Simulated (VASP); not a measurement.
Crystal: Al3W.

```xyz
4
Lattice="3.9727 0.0000 0.0000 0.0000 3.9727 0.0000 0.0000 0.0000 3.9727" Properties=species:S:1:pos:R:3 pbc="T T T"
Al    1.9864    0.0000    0.0000
Al    0.0000    1.9864    0.0000
Al    0.0000    0.0000    1.9864
W     1.9864    1.9864    1.9864
```

The cell was built from a structure type or drawn by symmetry, and may not be a known phase.

```yaml
Program: VASP 6.6.1
Task: relaxation of cell and atoms
Functional: PBE
Potentials_or_basis: VASP PAW PBE potentials, release 64 (Al, W_sv)
Cutoff: 600 eV
k_mesh: 4 × 4 × 4
Occupations: gaussian, width 0.1 eV
Spin: no spin polarisation
```

At the start: pressure -3.3 GPa; volume 15.67 Å³/atom.

Problem. Where does the relaxation end?

Solution. Over 3 steps the energy falls by 3.9 meV/atom and the volume is 15.30 Å³/atom (-2.4 %); space group Pm-3m (No. 221, to 0.1 Å) before and after.

Step by step:
```csv
step,energy change (eV),largest force (eV/Å),pressure (GPa),volume (Å³)
1,0.0000,0.0000,-3.27,62.70
2,-0.0016,0.0000,3.37,59.84
3,-0.0156,0.0000,0.01,61.21
```

Final structure:
```yaml
crystal:
  lattice:
    - [3.94095, 0.00000, 0.00000]
    - [0.00000, 3.94095, 0.00000]
    - [0.00000, 0.00000, 3.94095]
  atoms:
    - { symbol: Al, position: [0.50000, 0.00000, 0.00000] }
    - { symbol: Al, position: [0.00000, 0.50000, 0.00000] }
    - { symbol: Al, position: [0.00000, 0.00000, 0.50000] }
    - { symbol: W, position: [0.50000, 0.50000, 0.50000] }
```

Caveat: the k points lie up to 0.40 Å⁻¹ apart in the final cell, too coarse for converged energies and pressures of a metal.
